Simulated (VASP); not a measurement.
# O (Fmmm) in VASP: further runs

Runs on O. Level: PBE. Tasks: electric field gradients.

Everything below comes from runs of VASP 6.6.1. Logs are shortened: lines on timing, memory, paths and dates and some standing lists are left out, and cuts for length are marked.

## Step 1: The cell of the first run

The structure is orthorhombic, space group Fmmm (No. 69). The conventional cell has a = 2.917 Å, b = 4.158 Å, c = 6.599 Å, α = 90.00°, β = 90.00°, γ = 90.00°. O (site symmetry mm2) has 1 O at 1.15 Å within 1.5 Å.

## Step 2: Electric field gradients, PBE (10.00 Å³/atom)

File INCAR:

```
SYSTEM = O
ALGO = Normal
EDIFF = 1E-8
ENCUT = 520
GGA = PE
ISIF = 2
ISMEAR = -1
LASPH = .True.
LCHARG = .False.
LEFG = .True.
LREAL = .False.
LWAVE = .False.
NBANDS = 13
NELM = 100
PREC = Accurate
SIGMA = 0.01
```

File KPOINTS:

```
k-points
0
Gamma
  12 12 12
  0 0 0
```

File POSCAR:

```
O
1.0
    0.0000000000      2.0790661029      3.2996437827
    1.4583698480      0.0000000000      3.2996437827
    1.4583698480      2.0790661029      0.0000000000
O
2
Direct
    0.0871000000      0.0871000000      0.9129000000
    0.9129000000      0.9129000000      0.0871000000
```

Potentials or basis: VASP PAW PBE potentials, release 64 (O).

The run is started by

```console
cat potpaw_PBE.64/O/POTCAR > POTCAR
mpirun -np 1 vasp_std > vasp.out
```

OUTCAR:

```text
SYSTEM = O
   EDIFF = 1E-8
   ENCUT = 520
   GGA = PE
   ISIF = 2
   ISMEAR = -1
   LASPH = .True.
   LREAL = .False.
   NELM = 100
   PREC = Accurate

 ion  position               nearest neighbor table
   1  0.087  0.087  0.913-   2 1.15
   2  0.913  0.913  0.087-   1 1.15

  LATTYP: Found a face centered orthorhombic cell.
 ALAT       =     2.9167396960
 B/A-ratio  =     1.4256096324
 C/A-ratio  =     2.2625562283

  Lattice vectors:

 A1 = (   0.0000000000,   2.0790661029,   3.2996437827)
 A2 = (   1.4583698480,   0.0000000000,   3.2996437827)
 A3 = (   1.4583698480,   2.0790661029,   0.0000000000)

Analysis of symmetry for initial positions (statically):
=====================================================================
 Subroutine PRICEL returns:
 Original cell was already a primitive cell.

 Routine SETGRP: Setting up the symmetry group for a
 face centered orthorhombic supercell.

 Subroutine GETGRP returns: Found  8 space group operations
 (whereof  8 operations were pure point group operations)
 out of a pool of  8 trial point group operations.

The static configuration has the point symmetry D_2h.

Analysis of symmetry for dynamics (positions and initial velocities):
=====================================================================
 Subroutine PRICEL returns:
 Original cell was already a primitive cell.

 Routine SETGRP: Setting up the symmetry group for a
 face centered orthorhombic supercell.

 Subroutine GETGRP returns: Found  8 space group operations
 (whereof  8 operations were pure point group operations)
 out of a pool of  8 trial point group operations.

The dynamic configuration has the point symmetry D_2h.

 Subroutine INISYM returns: Found  8 space group operations
 (whereof  8 operations are pure point group operations),
 and found     1 'primitive' translations

----------------------------------------------------------------------------------------

                                     Primitive cell

  volume of cell :      20.0094

  direct lattice vectors                    reciprocal lattice vectors
     0.000000000  2.079066103  3.299643783    -0.342848558  0.240492594  0.151531509
     1.458369848  0.000000000  3.299643783     0.342848558 -0.240492594  0.151531509
     1.458369848  2.079066103  0.000000000     0.342848558  0.240492594 -0.151531509

  length of vectors
     3.900021148  3.607560354  2.539558716     0.445357856  0.445357856  0.445357856

  position of ions in fractional coordinates (direct lattice)
     0.087100000  0.087100000  0.912900000
     0.912900000  0.912900000  0.087100000

  ion indices of the primitive-cell ions
   primitive index   ion index
                 1           1
                 2           2

----------------------------------------------------------------------------------------

 KPOINTS: k-points

Automatic generation of k-mesh.
 Grid dimensions read from file:
 generate k-points for:   12   12   12

 Generating k-lattice:

  Cartesian coordinates                     Fractional coordinates (reciprocal lattice)
    -0.028570713  0.020041049  0.012627626     0.083333333  0.000000000  0.000000000
     0.028570713 -0.020041049  0.012627626     0.000000000  0.083333333  0.000000000
     0.028570713  0.020041049 -0.012627626    -0.000000000 -0.000000000  0.083333333

  Length of vectors
     0.037113155  0.037113155  0.037113155

  Shift w.r.t. Gamma in fractional coordinates (k-lattice)
     0.000000000  0.000000000  0.000000000

 Subroutine IBZKPT returns following result:
 ===========================================

 Found    280 irreducible k-points:

 Following reciprocal coordinates:
            Coordinates               Weight
  0.000000  0.000000  0.000000      1.000000
  0.083333  0.000000  0.000000      8.000000
  0.166667  0.000000  0.000000      8.000000
  0.250000  0.000000  0.000000      8.000000
  0.333333  0.000000  0.000000      8.000000
  0.416667  0.000000  0.000000      8.000000
[... 16 lines left out ...]
  0.500000  0.166667  0.000000      8.000000
 -0.416667  0.166667  0.000000      8.000000
 [... further k-points ...]
   k-points           NKPTS =    280   k-points in BZ     NKDIM =    280   number of bands    NBANDS=     13
   number of dos      NEDOS =    301   number of ions     NIONS =      2
   total plane-waves  NPLWV =  16800
   dimension x,y,z NGX =    30 NGY =   28 NGZ =   20
   dimension x,y,z NGXF=    60 NGYF=   56 NGZF=   40
   ions per type =               2
   NGX,Y,Z   is equivalent  to a cutoff of  12.79, 12.90, 13.09 a.u.
   NGXF,Y,Z  is equivalent  to a cutoff of  25.58, 25.81, 26.19 a.u.
 SYSTEM =  O
   PREC   = accura    normal or accurate (medium, high low for compatibility)
   ISTART =      0    job   : 0-new  1-cont  2-samecut
   ICHARG =      2    charge: 1-file 2-atom 10-const
   ISPIN  =      1    spin polarized calculation?
   LNONCOLLINEAR =      F non collinear calculations
   LSORBIT =      F    spin-orbit coupling
   LASPH  =      T    aspherical Exc in radial PAW
   ENCUT  =  520.0 eV  38.22 Ry    6.18 a.u.   7.25  6.71  4.72*2*pi/ulx,y,z
   NELM   =    100;   NELMIN=  2; NELMDL= -5     # of ELM steps
   EDIFF  = 0.1E-07   stopping-criterion for ELM
   LREAL  =      F    real-space projection
   EDIFFG = 0.1E-06   stopping-criterion for IOM
   NSW    =      0    number of steps for IOM
   IBRION =     -1    ionic relax: 0-MD 1-quasi-New 2-CG
   NFREE  =      0    steps in history (QN), initial steepest desc. (CG)
   ISIF   =      2    stress and relaxation
   ISYM   =      2    0-nonsym 1-usesym 2-fastsym
   POTIM  = 0.5000    time-step for ionic-motion
   TEBEG  =    0.0;   TEEND  =   0.0 temperature during run
   PSTRESS=    0.0 pullay stress
   NELECT =      12.0000    total number of electrons
   NUPDOWN=      -1.0000    fix difference up-down
   EMIN   =  10.00;   EMAX   =-10.00  energy-range for DOS
   EFERMI =   0.00;   METHOD = LEGACY
   ISMEAR =    -1;   SIGMA  =   0.01  broadening in eV -4-tet -1-fermi 0-gaus
   EFERMI_NEDOS =   21; number of points for ismear=-14 and -15
   IALGO  =     38    algorithm
   IMIX   =      4    mixing-type and parameters
     AMIX     =   0.40;   BMIX     =  1.00
     AMIX_MAG =   1.60;   BMIX_MAG =  1.00
  volume/ion in A,a.u.               =      10.00        67.51
  Fermi-wavevector in a.u.,A,eV,Ry     =   1.380567  2.608894 25.932241  1.905966
  Thomas-Fermi vector in A             =   2.505432
   LORBIT       =      0    0 simple, 1 ext, 2 COOP (PROOUT), +10 PAW based schemes
   GGA     = PE    functional components
[... 5 lines left out ...]
 non-spin polarized calculation
  energy-cutoff  :      520.00
  volume of cell :       20.01
 maximum number of plane-waves:       564
 NGX is ok and might be reduce to    30
   NGX = 15   NGY = 13   NGZ =  9

 number of electron      11.9999999 magnetization

 Free energy of the ion-electron system (eV)
  ---------------------------------------------------
  ext. energy  EPLUGINS =         0.00000000
  ---------------------------------------------------
  free energy    TOTEN  =        -9.19507166 eV

  energy without entropy =       -9.19461173  energy(sigma->0) =       -9.19484170

 E-fermi :   1.8922     XC(G=0): -10.1163

 val. band max:        1.8902113098   @ k =   0.5000  -0.3333   0.1667
 cond. band min:       1.8931311328   @ k =  -0.2500   0.2500   0.4167
 fundamental gap:      0.0029198230
 Fermi energy:         1.8922219134

 k-point     1 :       0.0000    0.0000    0.0000
  band No.  band energies     occupation
      1     -27.5522      2.00000
      2     -12.1264      2.00000
      3      -8.0909      2.00000
      4      -4.9898      2.00000
      5      -4.6524      2.00000
      6       2.5194      0.00000
      7       3.1217      0.00000
      8      11.4769      0.00000
      9      14.5232      0.00000
     10      17.5172      0.00000
     11      22.2271      0.00000
     12      22.8184      0.00000
     13      27.3370      0.00000

 k-point     2 :       0.0833    0.0000    0.0000
  band No.  band energies     occupation
      1     -27.5161      2.00000
      2     -12.1346      2.00000
      3      -8.0129      2.00000
      4      -5.0962      2.00000
      5      -4.7316      2.00000
      6       2.4134      0.00000
      7       3.0430      0.00000
      8      11.7179      0.00000
      9      14.5431      0.00000
     10      17.4575      0.00000
     11      22.4305      0.00000
     12      22.5611      0.00000
     13      26.5736      0.00000

 k-point     3 :       0.1667    0.0000    0.0000
  band No.  band energies     occupation
      1     -27.4171      2.00000
      2     -12.1485      2.00000
      3      -7.8301      2.00000
      4      -5.4560      2.00000
      5      -4.8353      2.00000
      6       2.0382      0.00000
      7       2.9332      0.00000
      8      12.3108      0.00000
      9      14.5916      0.00000
     10      17.4493      0.00000
     11      21.2857      0.00000
     12      23.2783      0.00000
     13      25.2391      0.00000
[... 305 lines left out ...]
 k-point    23 :       0.5000    0.1667    0.0000
  band No.  band energies     occupation
      1     -27.1085      2.00000
      2     -12.5647      2.00000
      3      -7.4278      2.00000
      4      -5.8384      2.00000
      5      -4.9987      2.00000
      6       1.0677      2.00000
      7       2.9382      0.00000
      8      12.3979      0.00000
      9      15.2155      0.00000
     10      17.7904      0.00000
     11      18.2923      0.00000
     12      23.0849      0.00000
     13      27.7988      0.00000

 k-point    24 :      -0.4167    0.1667    0.0000
  band No.  band energies     occupation
      1     -27.0141      2.00000
      2     -12.3117      2.00000
      3      -7.8956      2.00000
      4      -5.8580      2.00000
      5      -5.0258      2.00000
      6       0.5760      2.00000
      7       2.8986      0.00000
      8      12.8642      0.00000
      9      15.9051      0.00000
     10      17.0406      0.00000
     11      18.8946      0.00000
     12      22.0704      0.00000
     13      27.2291      0.00000

 [... further k-points ...]

------------------------ aborting loop because EDIFF is reached ----------------------------------------

  FORCE on cell =-STRESS in cart. coord.  units (eV):
  Direction    XX          YY          ZZ          XY          YZ          ZX
  --------------------------------------------------------------------------------------
  -------------------------------------------------------------------------------------
  Total       -0.0046056     -0.6374955     10.3283666      0.0000000      0.0000000      0.0000000
  in kB       -0.3687779    -51.0451723    827.0070282      0.0000000      0.0000000      0.0000000
  external PRESSURE =     258.5310260 kB  Pullay stress =       0.0000000 kB

 VOLUME and BASIS-vectors are now :
 -----------------------------------------------------------------------------
  energy-cutoff  :      520.00
  volume of cell :       20.01
      direct lattice vectors                 reciprocal lattice vectors
     0.000000000  2.079066103  3.299643783    -0.342848558  0.240492594  0.151531509
     1.458369848  0.000000000  3.299643783     0.342848558 -0.240492594  0.151531509
     1.458369848  2.079066103  0.000000000     0.342848558  0.240492594 -0.151531509

 POSITION                                       TOTAL-FORCE (eV/Angst)
 -----------------------------------------------------------------------------------
      1.45837      2.07907      0.57480         0.000000      0.000000      7.599153
      1.45837      2.07907      6.02449         0.000000      0.000000     -7.599153
 -----------------------------------------------------------------------------------
    total drift:                                0.000000      0.000000      0.000000

  FREE ENERGIE OF THE ION-ELECTRON SYSTEM (eV)
  ---------------------------------------------------
  free  energy   TOTEN  =        -9.1950716575 eV

  energy  without entropy=       -9.1946117337  energy(sigma->0) =       -9.19484170

 Electric field gradients (V/A^2)
---------------------------------------------------------------------
 ion       V_xx      V_yy      V_zz      V_xy      V_xz      V_yz
---------------------------------------------------------------------
   1     -59.676   -48.525   108.202    -0.002     0.003     0.002
   2     -59.676   -48.525   108.202    -0.002     0.003     0.002
---------------------------------------------------------------------

 Electric field gradients after diagonalization (V/A^2)
 (convention: |V_zz| > |V_xx| > |V_yy|)
----------------------------------------------------------------------
 ion       V_xx      V_yy      V_zz     asymmetry (V_yy - V_xx)/ V_zz
----------------------------------------------------------------------
   1     -59.676   -48.525   108.202       0.103
   2     -59.676   -48.525   108.202       0.103
----------------------------------------------------------------------

           NMR quadrupolar parameters

 Cq : quadrupolar parameter    Cq=e*Q*V_zz/h
 eta: asymmetry parameters     (V_yy - V_xx)/ V_zz
 Q  : nuclear electric quadrupole moment in mb (millibarn)
----------------------------------------------------------------------
 ion       Cq(MHz)       eta       Q (mb)
----------------------------------------------------------------------
   1       0.262       0.103       1.000
   2       0.262       0.103       1.000
----------------------------------------------------------------------
```

Wall time 49 s (1 thread of Intel Xeon Platinum 8488C (Sapphire Rapids), shared host); peak memory 0.18 GiB.

Results:

* Free energy: -9.1951 eV
* Pressure: 25.9 GPa
* Largest force: 7.599 eV/Å
* Band gap on the k mesh: zero (bands 6 and 7 overlap by 1.88 eV)
* Largest electric field gradient by atom: O +108.2 V/Å²

Forces on the atoms (eV/Å):
```
O    0.000  0.000  7.599
O    0.000  0.000 -7.599
```

Stress tensor (GPa, compression positive):
```
-0.04  0.00  0.00
 0.00 -5.10  0.00
 0.00  0.00 82.70
```

Levels at points of the mesh, in eV from the Fermi level:
```csv
k point,band 3,band 4,band 5,band 6,band 7,band 8,band 9,band 10
"(0.00, 0.00, 0.00)",-9.98,-6.88,-6.54,0.63,1.23,9.58,12.63,15.62
"(0.50, 0.00, 0.00)",-9.93,-7.99,-6.93,-1.46,0.97,11.09,14.08,15.83
"(0.50, 0.50, 0.00)",-7.39,-7.11,-6.57,1.21,1.31,8.85,9.28,15.33
"(0.50, 0.00, 0.50)",-10.09,-8.19,-8.05,-0.84,-0.51,11.95,12.76,14.03
"(0.00, 0.50, 0.50)",-9.66,-8.36,-6.80,-2.19,0.36,11.29,11.36,16.87
```

Electric field gradients, principal values (V/Å²):
```
atom    least   middle  greatest (by size)
 1 O  -48.525  -59.676             108.202
 2 O  -48.525  -59.676             108.202
```

Caveat: the standard files for N, O and F lose accuracy on very short bonds; spin is off for a triplet molecule; the cell stands under pressure; this functional lacks dispersion, which holds the molecules together, so the pressure and a relaxed volume are unreliable; without QUAD_EFG the Cq values of the log hold for a quadrupole moment of 1 mb, not for the nuclei; forces of over 1 eV/Å act on the atoms, so gaps and moduli don't describe the material at rest.

(Part 1 of 4 ends here.)
